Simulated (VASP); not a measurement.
A run of VASP 6.6.1 is set up as follows.

Contents of INCAR:

```
ALGO = Normal ; EDIFF = 1E-6
ENCUT = 910 ; GGA_COMPAT = False
ISIF = 2 ; ISMEAR = 0
LASPH = True ; LCHARG = True
LELF = True ; LREAL = False
LVHAR = True ; LWAVE = False
NBANDS = 16 ; NELM = 120
PREC = Accurate ; SIGMA = 0.05
```

Contents of KPOINTS:

```
k-points
0
Gamma
  6 6 6
```

File POSCAR:

```
ZnO
1.0
    2.6260150690      0.0000000000      0.0000000000
    0.0000000000      2.6260150690      0.0000000000
    0.0000000000      0.0000000000      2.6260150690
Zn O
1 1
Direct
    0.0000000000      0.0000000000      0.0000000000
    0.5000000000      0.5000000000      0.5000000000
```

Potentials or basis: VASP PAW LDA potentials, release 64 (Zn, O_h).

Run with:

```console
$ cat potpaw_LDA.64/Zn/POTCAR potpaw_LDA.64/O_h/POTCAR > POTCAR
$ mpirun -np 1 vasp_std > vasp.out
```

Q: Estimate the band gap on the k mesh.

A: Zero (band 9 reaches 4.00 eV, above the bottom of band 10 at 3.52 eV).

Q: Predict the pressure.

A: -2.0 GPa.

Caveat: the k points lie up to 0.40 Å⁻¹ apart; the cutoff is under 1.25 times the usual one of these potentials, so pressure, stress and relaxed cells hold a basis-set (Pulay) error.
